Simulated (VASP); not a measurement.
Se:

```xyz
1
Lattice="2.8665 0.0000 0.0000 0.0000 2.8665 0.0000 0.0000 0.0000 2.8665" Properties=species:S:1:pos:R:3 pbc="T T T"
Se    0.0000    0.0000    0.0000
```

- Program: VASP 6.6.1
- Task: relaxation of cell and atoms
- Functional: LDA
- Potentials or basis: VASP PAW LDA potentials, release 64 (Se)
- Cutoff: 600 eV
- k mesh: 11 × 11 × 11
- Occupations: fermi-dirac, width 0.1 eV
- Spin: no spin polarisation

At the start: pressure -7.0 GPa; volume 23.55 Å³/atom.

Question: How do energy, volume and symmetry change on relaxing?

Answer: Over 3 steps the energy falls by 54.2 meV/atom and the volume is 21.29 Å³/atom (-9.6 %); space group Pm-3m (No. 221, to 0.05 Å).

The path:
```
step  energy change (eV)  largest force (eV/Å)  pressure (GPa)  volume (Å³)
   1              0.0000                0.0000           -6.97        23.55
   2             -0.0389                0.0000            4.90        20.23
   3             -0.0542                0.0000           -0.03        21.29
```

Final structure:
```yaml
crystal:
  lattice:
    - [2.77135, 0.00000, 0.00000]
    - [0.00000, 2.77135, 0.00000]
    - [0.00000, 0.00000, 2.77135]
  atoms:
    - { symbol: Se, position: [0.00000, 0.00000, 0.00000] }
```
